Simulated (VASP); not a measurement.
# HfB2 (Fm-3m) in VASP: notebook

Aim: see how the results for HfB2 move with the level of theory and the settings. Levels: PBE-based screened hybrid with 10 % exact exchange, PBE-based screened hybrid with 15 % exact exchange. Tasks: single point.

All numbers are computed with VASP 6.6.1; they aren't measurements. Logs are shortened: lines on timing, memory, paths and dates and some standing lists are left out, and cuts for length are marked.

### 1 The cell of the first run

Symmetry: Fm-3m, No. 225, cubic system. The conventional cell has a = 5.432 Å, b = 5.432 Å, c = 5.432 Å, α = 90.00°, β = 90.00°, γ = 90.00°. Within 3.1 Å of Hf (site symmetry m-3m) lie 8 B at 2.35 Å. Within 3.1 Å of B (site symmetry -43m) lie 4 Hf at 2.35 Å and 6 B at 2.72 Å.

### 2 Single point, PBE-based screened hybrid with 10 % exact exchange

The input, POSCAR:

```
HfB2
1.0
    0.0000000000      2.7160800000      2.7160800000
    2.7160800000      0.0000000000      2.7160800000
    2.7160800000      2.7160800000      0.0000000000
Hf B
1 2
Direct
    0.0000000000      0.0000000000      0.0000000000
    0.2500000000      0.2500000000      0.2500000000
    0.7500000000      0.7500000000      0.7500000000
```

The input, INCAR.step1:

```
PREC = Accurate
ENCUT = 520
EDIFF = 1E-5
ISMEAR = -1
SIGMA = 0.05
LREAL = False
LASPH = True
NELM = 60
ALGO = Normal
ISIF = 2
LWAVE = True
LCHARG = False
GGA = PE
NBANDS = 15
```

The input, INCAR.step2:

```
PREC = Accurate
ENCUT = 520
EDIFF = 1E-6
ISMEAR = -1
SIGMA = 0.05
LREAL = False
LASPH = True
NELM = 60
ALGO = Normal
ISIF = 2
LWAVE = False
LCHARG = False
GGA = PE
LHFCALC = True
AEXX = 0.1
HFSCREEN = 0.2
PRECFOCK = Normal
ISTART = 1
NBANDS = 15
```

The input, KPOINTS:

```
regular mesh
0
Gamma
  5 5 5
```

Potentials or basis: VASP PAW PBE potentials, release 64 (Hf_pv, B).

Launch:

```sh
cat potpaw_PBE.64/Hf_pv/POTCAR potpaw_PBE.64/B/POTCAR > POTCAR
cp INCAR.step1 INCAR
mpirun -np 1 vasp_std > vasp.out
cp INCAR.step2 INCAR
mpirun -np 1 vasp_std > vasp.out
```

OUTCAR:

```text
PREC = Accurate
   ENCUT = 520
   EDIFF = 1E-6
   ISMEAR = -1
   LREAL = False
   LASPH = True
   NELM = 60
   ISIF = 2
   GGA = PE
   LHFCALC = True
   AEXX = 0.1
   HFSCREEN = 0.2
   PRECFOCK = Normal
   ISTART = 1

 ion  position               nearest neighbor table
   1  0.000  0.000  0.000-   3 2.35   3 2.35   3 2.35   2 2.35   3 2.35   2 2.35   2 2.35   2 2.35

   2  0.250  0.250  0.250-   1 2.35   1 2.35   1 2.35   1 2.35
   3  0.750  0.750  0.750-   1 2.35   1 2.35   1 2.35   1 2.35

  LATTYP: Found a face centered cubic cell.
 ALAT       =     5.4321600000

  Lattice vectors:

 A1 = (   0.0000000000,   2.7160800000,   2.7160800000)
 A2 = (   2.7160800000,   0.0000000000,   2.7160800000)
 A3 = (   2.7160800000,   2.7160800000,   0.0000000000)

Analysis of symmetry for initial positions (statically):
=====================================================================
 Subroutine PRICEL returns:
 Original cell was already a primitive cell.

 Routine SETGRP: Setting up the symmetry group for a
 face centered cubic supercell.

 Subroutine GETGRP returns: Found 48 space group operations
 (whereof 48 operations were pure point group operations)
 out of a pool of 48 trial point group operations.

The static configuration has the point symmetry O_h .

Analysis of symmetry for dynamics (positions and initial velocities):
=====================================================================
 Subroutine PRICEL returns:
 Original cell was already a primitive cell.

 Routine SETGRP: Setting up the symmetry group for a
 face centered cubic supercell.

 Subroutine GETGRP returns: Found 48 space group operations
 (whereof 48 operations were pure point group operations)
 out of a pool of 48 trial point group operations.

The dynamic configuration has the point symmetry O_h .

 Subroutine INISYM returns: Found 48 space group operations
 (whereof 48 operations are pure point group operations),
 and found     1 'primitive' translations

----------------------------------------------------------------------------------------

                                     Primitive cell

  volume of cell :      40.0735

  direct lattice vectors                    reciprocal lattice vectors
     0.000000000  2.716080000  2.716080000    -0.184088834  0.184088834  0.184088834
     2.716080000  0.000000000  2.716080000     0.184088834 -0.184088834  0.184088834
     2.716080000  2.716080000  0.000000000     0.184088834  0.184088834 -0.184088834

  length of vectors
     3.841117172  3.841117172  3.841117172     0.318851213  0.318851213  0.318851213

  position of ions in fractional coordinates (direct lattice)
     0.000000000  0.000000000  0.000000000
     0.250000000  0.250000000  0.250000000
     0.750000000  0.750000000  0.750000000

  ion indices of the primitive-cell ions
   primitive index   ion index
                 1           1
                 2           2
                 3           3

----------------------------------------------------------------------------------------

 KPOINTS: regular mesh

Automatic generation of k-mesh.
 Grid dimensions read from file:
 generate k-points for:    5    5    5

 Generating k-lattice:

  Cartesian coordinates                     Fractional coordinates (reciprocal lattice)
    -0.036817767  0.036817767  0.036817767     0.200000000  0.000000000  0.000000000
     0.036817767 -0.036817767  0.036817767     0.000000000  0.200000000  0.000000000
     0.036817767  0.036817767 -0.036817767     0.000000000  0.000000000  0.200000000

  Length of vectors
     0.063770243  0.063770243  0.063770243

  Shift w.r.t. Gamma in fractional coordinates (k-lattice)
     0.000000000  0.000000000  0.000000000

 Subroutine IBZKPT returns following result:
 ===========================================

 Found     10 irreducible k-points:

 Following reciprocal coordinates:
            Coordinates               Weight
  0.000000  0.000000  0.000000      1.000000
  0.200000  0.000000  0.000000      8.000000
  0.400000  0.000000  0.000000      8.000000
  0.200000  0.200000  0.000000      6.000000
  0.400000  0.200000  0.000000     24.000000
 -0.400000  0.200000  0.000000     24.000000
 -0.200000  0.200000  0.000000     12.000000
  0.400000  0.400000  0.000000      6.000000
 -0.400000  0.400000  0.000000     12.000000
 -0.400000  0.400000  0.200000     24.000000
   k-points           NKPTS =     10   k-points in BZ     NKDIM =    125   number of bands    NBANDS=     15
   number of dos      NEDOS =    301   number of ions     NIONS =      3
   total plane-waves  NPLWV =  27000
   dimension x,y,z NGX =    30 NGY =   30 NGZ =   30
   dimension x,y,z NGXF=    60 NGYF=   60 NGZF=   60
   ions per type =               1   2
   NGX,Y,Z   is equivalent  to a cutoff of  12.98, 12.98, 12.98 a.u.
   NGXF,Y,Z  is equivalent  to a cutoff of  25.97, 25.97, 25.97 a.u.
 SYSTEM =  unknown system
   PREC   = accura    normal or accurate (medium, high low for compatibility)
   ISTART =      1    job   : 0-new  1-cont  2-samecut
   ICHARG =      0    charge: 1-file 2-atom 10-const
   ISPIN  =      1    spin polarized calculation?
   LNONCOLLINEAR =      F non collinear calculations
   LSORBIT =      F    spin-orbit coupling
   LASPH  =      T    aspherical Exc in radial PAW
   ENCUT  =  520.0 eV  38.22 Ry    6.18 a.u.   7.14  7.14  7.14*2*pi/ulx,y,z
   NELM   =     60;   NELMIN=  2; NELMDL=  0     # of ELM steps
   EDIFF  = 0.1E-05   stopping-criterion for ELM
   LREAL  =      F    real-space projection
   EDIFFG = 0.1E-04   stopping-criterion for IOM
   NSW    =      0    number of steps for IOM
   IBRION =     -1    ionic relax: 0-MD 1-quasi-New 2-CG
   NFREE  =      0    steps in history (QN), initial steepest desc. (CG)
   ISIF   =      2    stress and relaxation
   ISYM   =      3    0-nonsym 1-usesym 2-fastsym
   POTIM  = 0.5000    time-step for ionic-motion
   TEBEG  =    0.0;   TEEND  =   0.0 temperature during run
   PSTRESS=    0.0 pullay stress
   NELECT =      16.0000    total number of electrons
   NUPDOWN=      -1.0000    fix difference up-down
   EMIN   =  10.00;   EMAX   =-10.00  energy-range for DOS
   EFERMI =   0.00;   METHOD = LEGACY
   ISMEAR =    -1;   SIGMA  =   0.05  broadening in eV -4-tet -1-fermi 0-gaus
   EFERMI_NEDOS =   21; number of points for ismear=-14 and -15
   IALGO  =     38    algorithm
   IMIX   =      1    mixing-type and parameters
     AMIX     =   0.40;   BMIX     =  1.00
     AMIX_MAG =   1.60;   BMIX_MAG =  1.00
  volume/ion in A,a.u.               =      13.36        90.14
  Fermi-wavevector in a.u.,A,eV,Ry     =   1.205486  2.278039 19.771948  1.453197
  Thomas-Fermi vector in A             =   2.341181
   LORBIT       =      0    0 simple, 1 ext, 2 COOP (PROOUT), +10 PAW based schemes
   GGA     = PE    functional components
   LHFCALC =     T    Hartree Fock is set to
   PRECFOCK=normal    Normal, Fast or Accurate (Low or Medium for compatibility)
   ENCUT4O =  -1.0   cutoff for four orbital integrals eV
   NKREDX  =     1    reduce k-point grid by
   NKREDY  =     1    reduce k-point grid by
   NKREDZ  =     1    reduce k-point grid by
   AEXX    =    0.1000 exact exchange contribution
   HFSCREEN=    0.2000 screening length (either q_TF or 0.3 A-1)
   HFSCREENC=   0.2000 screening length for correlation (either q_TF or 0.3 A-1)
   ENCUTFOCK=  -1.0 apply spherical cutoff to Coloumb kernel
   IVDW    =     0    specifies the selected vdW correction
   LEPSILON=     F    determine dielectric tensor
   LRPA    =     F    only Hartree local field effects (RPA)
 non-spin polarized calculation
  energy-cutoff  :      520.00
  volume of cell :       40.07
 maximum number of plane-waves:      1091
 NGX is ok and might be reduce to    30
  NGX = 24; NGY = 24; NGZ = 24

 number of electron      16.0000001 magnetization

 Free energy of the ion-electron system (eV)
  ---------------------------------------------------
  ext. energy  EPLUGINS =         0.00000000
  ---------------------------------------------------
  free energy    TOTEN  =       -22.11596628 eV

  energy without entropy =      -22.09574310  energy(sigma->0) =      -22.10585469

 E-fermi :   4.4899     XC(G=0): -10.2956

 val. band max:        4.4802577548   @ k =  -0.4000   0.2000   0.0000
 cond. band min:       4.5901384400   @ k =  -0.4000   0.4000   0.2000
 fundamental gap:      0.1098806852
 Fermi energy:         4.4898794285

 k-point     1 :       0.0000    0.0000    0.0000
  band No.  band energies     occupation
      1     -26.6743      2.00000
      2     -26.6743      2.00000
      3     -26.6743      2.00000
      4      -6.8356      2.00000
      5       0.5861      2.00000
      6       0.5861      2.00000
      7       0.5861      2.00000
      8       3.4223      2.00000
      9       6.7752      0.00000
     10       6.7752      0.00000
     11       8.6093      0.00000
     12       8.6093      0.00000
     13       8.6093      0.00000
     14      14.8428      0.00000
     15      14.8428      0.00000

 k-point     2 :       0.2000    0.0000    0.0000
  band No.  band energies     occupation
      1     -26.7410      2.00000
      2     -26.6849      2.00000
      3     -26.6849      2.00000
      4      -6.1477      2.00000
      5      -0.7184      2.00000
      6       0.9901      2.00000
      7       0.9901      2.00000
      8       5.1554      0.00000
      9       5.5647      0.00000
     10       5.5647      0.00000
     11       7.8234      0.00000
     12       9.7452      0.00000
     13       9.7452      0.00000
     14      11.3903      0.00000
     15      14.0593      0.00000

 k-point     3 :       0.4000    0.0000    0.0000
  band No.  band energies     occupation
      1     -26.8466      2.00000
      2     -26.7022      2.00000
      3     -26.7022      2.00000
      4      -4.6284      2.00000
      5      -2.0342      2.00000
      6       1.5608      2.00000
      7       1.5608      2.00000
      8       5.4059      0.00000
      9       5.4397      0.00000
     10       5.4397      0.00000
     11       6.3141      0.00000
     12       8.3190      0.00000
     13       8.3190      0.00000
     14      12.3060      0.00000
     15      15.2200      0.00000

 k-point     4 :       0.2000    0.2000    0.0000
  band No.  band energies     occupation
      1     -26.7384      2.00000
      2     -26.7008      2.00000
      3     -26.7008      2.00000
      4      -5.8984      2.00000
      5      -0.8380      2.00000
      6       1.0523      2.00000
      7       1.0523      2.00000
      8       3.5455      2.00000
      9       5.8983      0.00000
     10       7.2713      0.00000
     11       8.5693      0.00000
     12       8.5693      0.00000
     13       9.6960      0.00000
     14      12.4986      0.00000
     15      12.4986      0.00000
[... 55 lines left out ...]
 k-point     8 :       0.4000    0.4000    0.0000
  band No.  band energies     occupation
      1     -26.8391      2.00000
      2     -26.7437      2.00000
      3     -26.7437      2.00000
      4      -3.4300      2.00000
      5      -1.9945      2.00000
      6      -0.0780      2.00000
      7       2.3676      2.00000
      8       2.3676      2.00000
      9       6.3479      0.00000
     10       6.3479      0.00000
     11       7.4491      0.00000
     12       8.2850      0.00000
     13       9.6302      0.00000
     14      13.5882      0.00000
     15      13.5882      0.00000

 k-point     9 :      -0.4000    0.4000    0.0000
  band No.  band energies     occupation
      1     -26.8361      2.00000
      2     -26.7779      2.00000
      3     -26.7411      2.00000
      4      -2.3408      2.00000
      5      -2.1715      2.00000
      6      -0.8952      2.00000
      7       2.1007      2.00000
      8       2.8191      2.00000
      9       4.9566      0.00018
     10       6.0157      0.00000
     11       8.1180      0.00000
     12       8.8148      0.00000
     13      10.0572      0.00000
     14      13.9563      0.00000
     15      13.9714      0.00000

 k-point    10 :      -0.4000    0.4000    0.2000
  band No.  band energies     occupation
      1     -26.8211      2.00000
      2     -26.7790      2.00000
      3     -26.7376      2.00000
      4      -3.0307      2.00000
      5      -2.1085      2.00000
      6       0.3081      2.00000
      7       1.0755      2.00000
      8       3.3366      2.00000
      9       4.5901      0.23732
     10       6.3707      0.00000
     11       8.3527      0.00000
     12       9.1957      0.00000
     13       9.3756      0.00000
     14      13.1156      0.00000
     15      14.2169      0.00000

------------------------ aborting loop because EDIFF is reached ----------------------------------------

  FORCE on cell =-STRESS in cart. coord.  units (eV):
  Direction    XX          YY          ZZ          XY          YZ          ZX
  --------------------------------------------------------------------------------------
  -------------------------------------------------------------------------------------
  Total       -0.3054883     -0.3054883     -0.3054883      0.0000000      0.0000000     -0.0000000
  in kB      -12.2137089    -12.2137089    -12.2137089      0.0000000      0.0000000     -0.0000000
  external PRESSURE =     -12.2137089 kB  Pullay stress =       0.0000000 kB

 VOLUME and BASIS-vectors are now :
 -----------------------------------------------------------------------------
  energy-cutoff  :      520.00
  volume of cell :       40.07
      direct lattice vectors                 reciprocal lattice vectors
     0.000000000  2.716080000  2.716080000    -0.184088834  0.184088834  0.184088834
     2.716080000  0.000000000  2.716080000     0.184088834 -0.184088834  0.184088834
     2.716080000  2.716080000  0.000000000     0.184088834  0.184088834 -0.184088834

 POSITION                                       TOTAL-FORCE (eV/Angst)
 -----------------------------------------------------------------------------------
      0.00000      0.00000      0.00000         0.000000     -0.000000     -0.000000
      1.35804      1.35804      1.35804        -0.000000      0.000000     -0.000000
      4.07412      4.07412      4.07412        -0.000000     -0.000000      0.000000
 -----------------------------------------------------------------------------------
    total drift:                               -0.000000      0.000000      0.000000

  FREE ENERGIE OF THE ION-ELECTRON SYSTEM (eV)
  ---------------------------------------------------
  free  energy   TOTEN  =       -22.1159662795 eV

  energy  without entropy=      -22.0957431045  energy(sigma->0) =      -22.10585469
```

Wall time 6.2 min (1 thread of Intel Xeon 6975P-C (Granite Rapids), shared host); peak memory 0.28 GiB.

Results:

```yaml
Free_energy: -22.1160 eV
Pressure: -1.2 GPa
Band_gap_on_the_k_mesh: zero (bands 8 and 9 overlap by 0.93 eV)
```

Caveat: the k points lie up to 0.40 Å⁻¹ apart, too coarse for converged energies and pressures of a metal; the PAW data sets were made with another functional, which shifts forces and pressure a little; spin-orbit coupling is left out, which moves the levels of the heavy elements.

### 3 Single point, PBE-based screened hybrid with 15 % exact exchange

POSCAR is that of step 2.

The input, INCAR.step1:

```
SYSTEM = HfB2
PREC = Accurate
ENCUT = 520
EDIFF = 1E-5
ISMEAR = -1
SIGMA = 0.05
LREAL = .FALSE.
LASPH = .TRUE.
NELM = 60
ALGO = Normal
ISIF = 2
LWAVE = .TRUE.
GGA = PE
NBANDS = 15
```

The input, INCAR.step2:

```
SYSTEM = HfB2
PREC = Accurate
ENCUT = 520
EDIFF = 1E-6
ISMEAR = -1
SIGMA = 0.05
LREAL = .FALSE.
LASPH = .TRUE.
NELM = 60
ALGO = Normal
ISIF = 2
LWAVE = .FALSE.
LCHARG = .TRUE.
GGA = PE
LHFCALC = .TRUE.
AEXX = 0.15
HFSCREEN = 0.2
PRECFOCK = Normal
LELF = .TRUE.
LVHAR = .TRUE.
ISTART = 1
NBANDS = 15
```

The input, KPOINTS:

```
Automatic mesh
0
G
  5 5 5
  0 0 0
```

Potentials or basis: VASP PAW PBE potentials, release 64 (Hf_pv, B).

Launch:

```sh
cat potpaw_PBE.64/Hf_pv/POTCAR potpaw_PBE.64/B/POTCAR > POTCAR
cp INCAR.step1 INCAR
mpirun -np 1 vasp_std > vasp.out
cp INCAR.step2 INCAR
mpirun -np 1 vasp_std > vasp.out
```

OUTCAR:

```text
SYSTEM = HfB2
   PREC = Accurate
   ENCUT = 520
   EDIFF = 1E-6
   ISMEAR = -1
   LREAL = .FALSE.
   LASPH = .TRUE.
   NELM = 60
   ISIF = 2
   GGA = PE
   LHFCALC = .TRUE.
   AEXX = 0.15
   HFSCREEN = 0.2
   PRECFOCK = Normal
   ISTART = 1

 ion  position               nearest neighbor table
   1  0.000  0.000  0.000-   3 2.35   3 2.35   3 2.35   2 2.35   3 2.35   2 2.35   2 2.35   2 2.35

[... 368 lines left out ...]
------------------------ aborting loop because EDIFF is reached ----------------------------------------

  FORCE on cell =-STRESS in cart. coord.  units (eV):
  Direction    XX          YY          ZZ          XY          YZ          ZX
  --------------------------------------------------------------------------------------
  -------------------------------------------------------------------------------------
  Total       -0.4502662     -0.4502662     -0.4502662      0.0000000     -0.0000000     -0.0000000
  in kB      -18.0020626    -18.0020626    -18.0020626      0.0000000     -0.0000000     -0.0000000
  external PRESSURE =     -18.0020626 kB  Pullay stress =       0.0000000 kB

 VOLUME and BASIS-vectors are now :
 -----------------------------------------------------------------------------
  energy-cutoff  :      520.00
  volume of cell :       40.07
      direct lattice vectors                 reciprocal lattice vectors
     0.000000000  2.716080000  2.716080000    -0.184088834  0.184088834  0.184088834
     2.716080000  0.000000000  2.716080000     0.184088834 -0.184088834  0.184088834
     2.716080000  2.716080000  0.000000000     0.184088834  0.184088834 -0.184088834

 POSITION                                       TOTAL-FORCE (eV/Angst)
 -----------------------------------------------------------------------------------
      0.00000      0.00000      0.00000         0.000000     -0.000000      0.000000
      1.35804      1.35804      1.35804        -0.000000      0.000000      0.000000
      4.07412      4.07412      4.07412         0.000000     -0.000000     -0.000000
 -----------------------------------------------------------------------------------
    total drift:                               -0.000000     -0.000000      0.000000

  FREE ENERGIE OF THE ION-ELECTRON SYSTEM (eV)
  ---------------------------------------------------
  free  energy   TOTEN  =       -22.6261140850 eV

  energy  without entropy=      -22.6071826255  energy(sigma->0) =      -22.61664836
```

OUTCAR.step1:

```text
SYSTEM = HfB2
   PREC = Accurate
   ENCUT = 520
   EDIFF = 1E-5
   ISMEAR = -1
   LREAL = .FALSE.
   LASPH = .TRUE.
[... 388 lines left out ...]
      0.00000      0.00000      0.00000         0.000000     -0.000000      0.000000
      1.35804      1.35804      1.35804        -0.000000     -0.000000     -0.000000
      4.07412      4.07412      4.07412         0.000000      0.000000      0.000000
 -----------------------------------------------------------------------------------
    total drift:                                0.000000     -0.000000     -0.000000

  FREE ENERGIE OF THE ION-ELECTRON SYSTEM (eV)
  ---------------------------------------------------
  free  energy   TOTEN  =       -21.1079417485 eV

  energy  without entropy=      -21.0855076437  energy(sigma->0) =      -21.09672470
```

Run time: 5.6 min. Hardware: 1 thread of Intel Xeon 6975P-C (Granite Rapids), shared host; peak memory 0.28 GiB.

Results:

| Property | Result |
| --- | --- |
| Free energy | -22.6261 eV |
| Pressure | -1.8 GPa |
| Band gap on the k mesh | zero (bands 8 and 9 overlap by 0.99 eV) |

Caveat: the k points lie up to 0.40 Å⁻¹ apart, too coarse for converged energies and pressures of a metal; the PAW data sets were made with another functional, which shifts forces and pressure a little; spin-orbit coupling is left out, which moves the levels of the heavy elements.

The gap in the log of VASP goes by the Fermi energy; the results here count the filled bands.